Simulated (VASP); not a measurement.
Runs of VASP 6.6.1 on Si2Ni. The structure is that of space group Fm-3m (No. 225), or close to it. The cells are those of the table. 

| spin | fixed moment (μB) | cell | pressure (GPa) | moment (μB) |
| --- | --- | --- | --- | --- |
| collinear, ferromagnetic start | 0.625 | a = 3.542 Å, angles 60.0°, 3 atoms | 56.0 | 0.62 |
| collinear, ferromagnetic start | 0.375 | a = 3.542 Å, angles 60.0°, 3 atoms | 54.1 | 0.38 |
| collinear | 0.125 | a = 3.858 Å, angles 60.0°, 3 atoms | (a) | 0.12 |
| collinear, ferromagnetic start | 0.875 | a = 3.542 Å, angles 60.0°, 3 atoms | (c) | 0.88 |
| collinear, ferromagnetic start | 0.5 | a = 3.626 Å, angles 60.0°, 3 atoms | 30.8 | 0.50 |
| collinear, ferromagnetic start | 1.0 | a = 3.626 Å, angles 60.0°, 3 atoms | 34.6 | 1.00 |
| collinear, ferromagnetic start | 1.0 | a = 3.929 Å, angles 60.0°, 3 atoms | -11.6 | 1.00 |
| collinear, ferromagnetic start | 0.625 | a = 3.929 Å, angles 60.0°, 3 atoms | -13.3 | 0.63 |
| collinear, ferromagnetic start | 0.75 | a = 3.706 Å, angles 60.0°, 3 atoms | 15.4 | 0.75 |
| collinear | 0.125 | a = 3.929 Å, angles 60.0°, 3 atoms | (b) | 0.12 |
| collinear | 0.125 | a = 3.542 Å, angles 60.0°, 3 atoms | 52.9 | 0.12 |
| collinear, ferromagnetic start | 0.625 | a = 3.858 Å, angles 60.0°, 3 atoms | -7.2 | 0.62 |

Alike in all rows: task single point; level LDA; potentials or basis VASP PAW LDA potentials, release 64 (Si, Ni); k mesh 14 × 14 × 14; cutoff (eV) 520; smearing gaussian 0.15 eV.

Fill in the values left out.

(a) -8.4; (b) -14.4; (c) 58.0.

Caveats: the total moment is fixed, so each spin has its own Fermi level; the cell stands under pressure (at least some runs); the cell stands under tension (at least some runs).
